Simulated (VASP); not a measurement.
Here is a VASP 6.6.1 calculation.

File INCAR:

```
SYSTEM = Zr2SbN
ALGO = Normal ; EDIFF = 1E-8
ENCUT = 520 ; ISIF = 2
ISMEAR = -1 ; LASPH = .TRUE.
LCHARG = .FALSE. ; LEFG = .TRUE.
LREAL = .FALSE. ; LWAVE = .FALSE.
NBANDS = 25 ; NELM = 100
PREC = Accurate ; SIGMA = 0.15
```

KPOINTS

```
k-points
0
G
  12 12 8
  0 0 0
```

Contents of POSCAR:

```
Zr2SbN
1.0
    3.7233589080      0.0000000000      0.0000000000
    0.0000000000      3.7233589080      0.0000000000
    0.0000000000      0.0000000000      5.2950685665
Zr Sb N
2 1 1
Direct
    0.0000000000      0.0000000000      0.0000000000
    0.5000000000      0.5000000000      0.5000000000
    0.0000000000      0.0000000000      0.5000000000
    0.5000000000      0.5000000000      0.0000000000
```

Potentials or basis: VASP PAW LDA potentials, release 64 (Zr_sv, Sb, N).

The run is started by

```console
$ cat potpaw_LDA.64/Zr_sv/POTCAR potpaw_LDA.64/Sb/POTCAR potpaw_LDA.64/N/POTCAR > POTCAR
$ mpirun -np 1 vasp_std > vasp.out
```

(1) Predict the band gap on the k mesh.

(2) Predict the pressure.

## Answers

(1) zero (band 17 reaches 11.19 eV, above the bottom of band 18 at 8.43 eV).

(2) 0.3 GPa.

Caveat: without QUAD_EFG the Cq values of the log hold for a quadrupole moment of 1 mb, not for the nuclei; spin-orbit coupling is left out, which moves the levels of the heavy elements.
